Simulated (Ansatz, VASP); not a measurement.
**KP3Ru in VASP and in Ansatz**

```
K P Ru
1.0
     5.03230    0.00000    0.00000
     0.00000    5.03230    0.00000
     0.00000    0.00000    5.03230
K P Ru
1 3 1
Cartesian
  2.5161 2.5161 2.5161
  0.0000 2.5161 2.5161
  2.5161 2.5161 0.0000
  2.5161 0.0000 2.5161
  0.0000 0.0000 0.0000
```

Change from the starting cell: species swapped into the EuRh3C type (Pm-3m, No. 221).

Alike in both runs: functional PBE; k mesh 8 × 8 × 8; occupations gaussian, width 0.1 eV; collinear spin.

Ansatz relaxed the structure, and its values are those at the end. VASP's run is a single point on that final structure, the one shown.

```csv
,VASP,Ansatz
version,VASP 6.6.1,Ansatz 0.2.0
potentials or method,"VASP PAW PBE potentials, release 64 (K_sv, P, Ru_pv), cutoff 520 eV","scalar-relativistic, plane waves, PAW"
valence electrons in the cell,38,40
```

Ansatz gave:

```
gap on the k mesh at the Fermi level (eV)                     : none
pressure (GPa)                                                : 0.0
net moment per atom (μB)                                      : 0.55
size of the moment on the site where the two differ most (μB) : 2.72
```

Task: Which values does VASP return?

Result: gap on the k mesh at the Fermi level (eV): none; pressure (GPa): 0.3; net moment per atom (μB): 0.55; size of the moment on the site where the two differ most (μB): 2.56.

Site moments also hang on the region over which each program counts them. A gap of «none» marks a metal or a gap that the smearing closes. VASP's potentials hold 38 valence electrons a cell and Ansatz's 40, so a difference there can come from the potentials and not from the codes.
